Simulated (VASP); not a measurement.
# TaAl2 (I4/mmm) in VASP: single point with PBE

Aim: the single point of TaAl2 with PBE.

Program: VASP 6.6.1. These are calculated values, not measurements. Logs are shortened: lines on timing, memory, paths and dates and some standing lists are left out, and cuts for length are marked.

## (1) The cell of the first run

It takes space group I4/mmm (No. 139, tetragonal). The conventional cell has a = 4.604 Å, b = 4.604 Å, c = 5.792 Å, α = 90.00°, β = 90.00°, γ = 90.00°. Ta (site symmetry 4/mmm) has 8 Al at 2.72 Å within 3.6 Å. Al (site symmetry -4m2) has 4 Ta at 2.72 Å and 6 Al at 2.90 to 3.26 Å within 3.6 Å.

## (2) Single point, PBE

INCAR

```
ALGO = Fast
EDIFF = 1E-6
ENCUT = 520
GGA = PE
ISIF = 2
ISMEAR = 0
LASPH = True
LCHARG = False
LREAL = False
LWAVE = False
NBANDS = 16
NELM = 100
PREC = Accurate
SIGMA = 0.1
```

KPOINTS

```
k-points
0
Gamma
  14 14 14
```

POSCAR

```
TaAl2
1.0
   -2.3019501404      2.3019501404      2.8959414670
    2.3019501404     -2.3019501404      2.8959414670
    2.3019501404      2.3019501404     -2.8959414670
Ta Al
1 2
Direct
    0.5000000000      0.5000000000      0.0000000000
    0.7500000000      0.2500000000      0.5000000000
    0.2500000000      0.7500000000      0.5000000000
```

Potentials or basis: VASP PAW PBE potentials, release 64 (Ta_pv, Al).

The run is started by

```
cat potpaw_PBE.64/Ta_pv/POTCAR potpaw_PBE.64/Al/POTCAR > POTCAR
mpirun -np 1 vasp_std > vasp.out
```

OUTCAR:

```text
EDIFF = 1E-6
   ENCUT = 520
   GGA = PE
   ISIF = 2
   ISMEAR = 0
   LASPH = True
   LREAL = False
   NELM = 100
   PREC = Accurate

 ion  position               nearest neighbor table
   1  0.500  0.500  0.000-   3 2.72   2 2.72   2 2.72   3 2.72   2 2.72   3 2.72   3 2.72   2 2.72

   2  0.750  0.250  0.500-   1 2.72   1 2.72   1 2.72   1 2.72   3 2.90   3 2.90   3 3.26   3 3.26
                             3 3.26   3 3.26
   3  0.250  0.750  0.500-   1 2.72   1 2.72   1 2.72   1 2.72   2 2.90   2 2.90   2 3.26   2 3.26
                             2 3.26   2 3.26

  LATTYP: Found a body centered tetragonal cell.
 ALAT       =     4.6039002808
 C/A-ratio  =     1.2580383112

  Lattice vectors:

 A1 = (  -2.3019501404,   2.3019501404,   2.8959414670)
 A2 = (   2.3019501404,  -2.3019501404,   2.8959414670)
 A3 = (   2.3019501404,   2.3019501404,  -2.8959414670)

Analysis of symmetry for initial positions (statically):
=====================================================================
 Subroutine PRICEL returns:
 Original cell was already a primitive cell.

 Routine SETGRP: Setting up the symmetry group for a
 body centered tetragonal supercell.

 Subroutine GETGRP returns: Found 16 space group operations
 (whereof 16 operations were pure point group operations)
 out of a pool of 16 trial point group operations.

The static configuration has the point symmetry D_4h.

Analysis of symmetry for dynamics (positions and initial velocities):
=====================================================================
 Subroutine PRICEL returns:
 Original cell was already a primitive cell.

 Routine SETGRP: Setting up the symmetry group for a
 body centered tetragonal supercell.

 Subroutine GETGRP returns: Found 16 space group operations
 (whereof 16 operations were pure point group operations)
 out of a pool of 16 trial point group operations.

The dynamic configuration has the point symmetry D_4h.

 Subroutine INISYM returns: Found 16 space group operations
 (whereof 16 operations are pure point group operations),
 and found     1 'primitive' translations

----------------------------------------------------------------------------------------

                                     Primitive cell

  volume of cell :      61.3821

  direct lattice vectors                    reciprocal lattice vectors
    -2.301950140  2.301950140  2.895941467     0.000000000  0.217207137  0.172655423
     2.301950140 -2.301950140  2.895941467     0.217207137  0.000000000  0.172655423
     2.301950140  2.301950140 -2.895941467     0.217207137  0.217207137  0.000000000

  length of vectors
     4.357112103  4.357112103  4.357112103     0.277468621  0.277468621  0.307177279

  position of ions in fractional coordinates (direct lattice)
     0.500000000  0.500000000  0.000000000
     0.750000000  0.250000000  0.500000000
     0.250000000  0.750000000  0.500000000

  ion indices of the primitive-cell ions
   primitive index   ion index
                 1           1
                 2           2
                 3           3

----------------------------------------------------------------------------------------

 KPOINTS: k-points

Automatic generation of k-mesh.
 Grid dimensions read from file:
 generate k-points for:   14   14   14

 Generating k-lattice:

  Cartesian coordinates                     Fractional coordinates (reciprocal lattice)
     0.000000000  0.015514796  0.012332530     0.071428571  0.000000000 -0.000000000
     0.015514796  0.000000000  0.012332530     0.000000000  0.071428571 -0.000000000
     0.015514796  0.015514796  0.000000000     0.000000000  0.000000000  0.071428571

  Length of vectors
     0.019819187  0.019819187  0.021941234

  Shift w.r.t. Gamma in fractional coordinates (k-lattice)
     0.000000000  0.000000000  0.000000000

 Subroutine IBZKPT returns following result:
 ===========================================

 Found    244 irreducible k-points:

 Following reciprocal coordinates:
            Coordinates               Weight
  0.000000  0.000000  0.000000      1.000000
  0.071429  0.000000  0.000000      8.000000
  0.142857  0.000000 -0.000000      8.000000
  0.214286 -0.000000  0.000000      8.000000
  0.285714  0.000000 -0.000000      8.000000
  0.357143 -0.000000  0.000000      8.000000
[... 16 lines left out ...]
  0.214286  0.142857  0.000000     16.000000
  0.285714  0.142857  0.000000     16.000000
 [... further k-points ...]
   k-points           NKPTS =    244   k-points in BZ     NKDIM =    244   number of bands    NBANDS=     16
   number of dos      NEDOS =    301   number of ions     NIONS =      3
   total plane-waves  NPLWV =  32768
   dimension x,y,z NGX =    32 NGY =   32 NGZ =   32
   dimension x,y,z NGXF=    64 NGYF=   64 NGZF=   64
   ions per type =               1   2
   NGX,Y,Z   is equivalent  to a cutoff of  12.21, 12.21, 12.21 a.u.
   NGXF,Y,Z  is equivalent  to a cutoff of  24.42, 24.42, 24.42 a.u.
 SYSTEM =  unknown system
   PREC   = accura    normal or accurate (medium, high low for compatibility)
   ISTART =      0    job   : 0-new  1-cont  2-samecut
   ICHARG =      2    charge: 1-file 2-atom 10-const
   ISPIN  =      1    spin polarized calculation?
   LNONCOLLINEAR =      F non collinear calculations
   LSORBIT =      F    spin-orbit coupling
   LASPH  =      T    aspherical Exc in radial PAW
   ENCUT  =  520.0 eV  38.22 Ry    6.18 a.u.   8.10  8.10  8.10*2*pi/ulx,y,z
   NELM   =    100;   NELMIN=  2; NELMDL= -5     # of ELM steps
   EDIFF  = 0.1E-05   stopping-criterion for ELM
   LREAL  =      F    real-space projection
   EDIFFG = 0.1E-04   stopping-criterion for IOM
   NSW    =      0    number of steps for IOM
   IBRION =     -1    ionic relax: 0-MD 1-quasi-New 2-CG
   NFREE  =      0    steps in history (QN), initial steepest desc. (CG)
   ISIF   =      2    stress and relaxation
   ISYM   =      2    0-nonsym 1-usesym 2-fastsym
   POTIM  = 0.5000    time-step for ionic-motion
   TEBEG  =    0.0;   TEEND  =   0.0 temperature during run
   PSTRESS=    0.0 pullay stress
   NELECT =      17.0000    total number of electrons
   NUPDOWN=      -1.0000    fix difference up-down
   EMIN   =  10.00;   EMAX   =-10.00  energy-range for DOS
   EFERMI =   0.00;   METHOD = LEGACY
   ISMEAR =     0;   SIGMA  =   0.10  broadening in eV -4-tet -1-fermi 0-gaus
   EFERMI_NEDOS =   21; number of points for ismear=-14 and -15
   IALGO  =     68    algorithm
   IMIX   =      4    mixing-type and parameters
     AMIX     =   0.40;   BMIX     =  1.00
     AMIX_MAG =   1.60;   BMIX_MAG =  1.00
  volume/ion in A,a.u.               =      20.46       138.08
  Fermi-wavevector in a.u.,A,eV,Ry     =   1.067113  2.016552 15.493378  1.138731
  Thomas-Fermi vector in A             =   2.202720
   LORBIT       =      0    0 simple, 1 ext, 2 COOP (PROOUT), +10 PAW based schemes
   GGA     = PE    functional components
   LHFCALC =     F    Hartree Fock is set to
   AEXX    =    0.0000 exact exchange contribution
   IVDW    =     0    specifies the selected vdW correction
   LEPSILON=     F    determine dielectric tensor
   LRPA    =     F    only Hartree local field effects (RPA)
 non-spin polarized calculation
 RMM-DIIS sequential band-by-band and
 Gauss-broadening in eV      SIGMA  =   0.10
  energy-cutoff  :      520.00
  volume of cell :       61.38
 maximum number of plane-waves:      1676
   NGX = 17   NGY = 17   NGZ = 17

 number of electron      16.9999998 magnetization

 Free energy of the ion-electron system (eV)
  ---------------------------------------------------
  ext. energy  EPLUGINS =         0.00000000
  ---------------------------------------------------
  free energy    TOTEN  =       -17.67820120 eV

  energy without entropy =      -17.66391554  energy(sigma->0) =      -17.67105837

 E-fermi :   5.0415     XC(G=0): -10.1015

 val. band max:        5.0239436877   @ k =  -0.2143  -0.2857   0.0714
 cond. band min:       5.0438940587   @ k =  -0.2857  -0.4286   0.2143
 fundamental gap:      0.0199503710
 Fermi energy:         5.0414785689

 k-point     1 :       0.0000    0.0000    0.0000
  band No.  band energies     occupation
      1     -29.4266      2.00000
      2     -29.2896      2.00000
      3     -29.2896      2.00000
      4      -3.7773      2.00000
      5       2.5791      2.00000
      6       2.7980      2.00000
[... 8 lines left out ...]
     15      10.1033      0.00000
     16      11.8140      0.00000

 k-point     2 :       0.0714    0.0000    0.0000
  band No.  band energies     occupation
      1     -29.4270      2.00000
      2     -29.2901      2.00000
      3     -29.2898      2.00000
      4      -3.7115      2.00000
      5       2.5001      2.00000
      6       2.7662      2.00000
[... 8 lines left out ...]
     15       9.9699      0.00000
     16      12.0283      0.00000

 k-point     3 :       0.1429    0.0000   -0.0000
  band No.  band energies     occupation
      1     -29.4280      2.00000
      2     -29.2914      2.00000
      3     -29.2903      2.00000
      4      -3.5166      2.00000
      5       2.1651      2.00000
      6       2.8354      2.00000
[... 8 lines left out ...]
     15      10.2400      0.00000
     16      12.3103      0.00000

 k-point     4 :       0.2143   -0.0000    0.0000
  band No.  band energies     occupation
      1     -29.4295      2.00000
      2     -29.2933      2.00000
      3     -29.2911      2.00000
      4      -3.2002      2.00000
      5       1.6922      2.00000
      6       2.9651      2.00000
[... 8 lines left out ...]
     15      10.7839      0.00000
     16      12.0774      0.00000
[... 324 lines left out ...]
 k-point    22 :       0.1429    0.1429   -0.0000
  band No.  band energies     occupation
      1     -29.4304      2.00000
      2     -29.2933      2.00000
      3     -29.2919      2.00000
      4      -3.0674      2.00000
      5       1.5259      2.00000
      6       2.8506      2.00000
[... 8 lines left out ...]
     15      10.9033      0.00000
     16      11.8912      0.00000

 k-point    23 :       0.2143    0.1429    0.0000
  band No.  band energies     occupation
      1     -29.4319      2.00000
      2     -29.2948      2.00000
      3     -29.2930      2.00000
      4      -2.6681      2.00000
      5       1.1203      2.00000
      6       2.7827      2.00000
[... 8 lines left out ...]
     15      11.5807      0.00000
     16      12.0034      0.00000

 k-point    24 :       0.2857    0.1429    0.0000
  band No.  band energies     occupation
      1     -29.4333      2.00000
      2     -29.2964      2.00000
      3     -29.2940      2.00000
      4      -2.1778      2.00000
      5       0.6785      2.00000
      6       2.6992      2.00000
[... 8 lines left out ...]
     15      11.9251      0.00000
     16      12.2358      0.00000

 [... further k-points ...]

------------------------ aborting loop because EDIFF is reached ----------------------------------------

  FORCE on cell =-STRESS in cart. coord.  units (eV):
  Direction    XX          YY          ZZ          XY          YZ          ZX
  --------------------------------------------------------------------------------------
  -------------------------------------------------------------------------------------
  Total       -0.0176924     -0.0176924     -0.0118610      0.0000000     -0.0000000      0.0000000
  in kB       -0.4618016     -0.4618016     -0.3095934      0.0000000     -0.0000000      0.0000000
  external PRESSURE =      -0.4110655 kB  Pullay stress =       0.0000000 kB

 VOLUME and BASIS-vectors are now :
 -----------------------------------------------------------------------------
  energy-cutoff  :      520.00
  volume of cell :       61.38
      direct lattice vectors                 reciprocal lattice vectors
    -2.301950140  2.301950140  2.895941467     0.000000000  0.217207137  0.172655423
     2.301950140 -2.301950140  2.895941467     0.217207137  0.000000000  0.172655423
     2.301950140  2.301950140 -2.895941467     0.217207137  0.217207137  0.000000000

 POSITION                                       TOTAL-FORCE (eV/Angst)
 -----------------------------------------------------------------------------------
      0.00000      0.00000      2.89594         0.000000      0.000000     -0.000000
      0.00000      2.30195      1.44797        -0.000000     -0.000000     -0.000000
      2.30195      0.00000      1.44797         0.000000      0.000000      0.000000
 -----------------------------------------------------------------------------------
    total drift:                               -0.000000     -0.000000     -0.000000

  FREE ENERGIE OF THE ION-ELECTRON SYSTEM (eV)
  ---------------------------------------------------
  free  energy   TOTEN  =       -17.6782012044 eV

  energy  without entropy=      -17.6639155373  energy(sigma->0) =      -17.67105837
```

Run time: 62 s. Hardware: 1 thread of Intel Xeon 6975P-C (Granite Rapids), shared host; peak memory 0.35 GiB.

Results:

| Quantity | Value |
| --- | --- |
| Free energy | -17.6782 eV |
| Pressure | 0.0 GPa |

Caveat: spin-orbit coupling is left out, which moves the levels of the heavy elements.
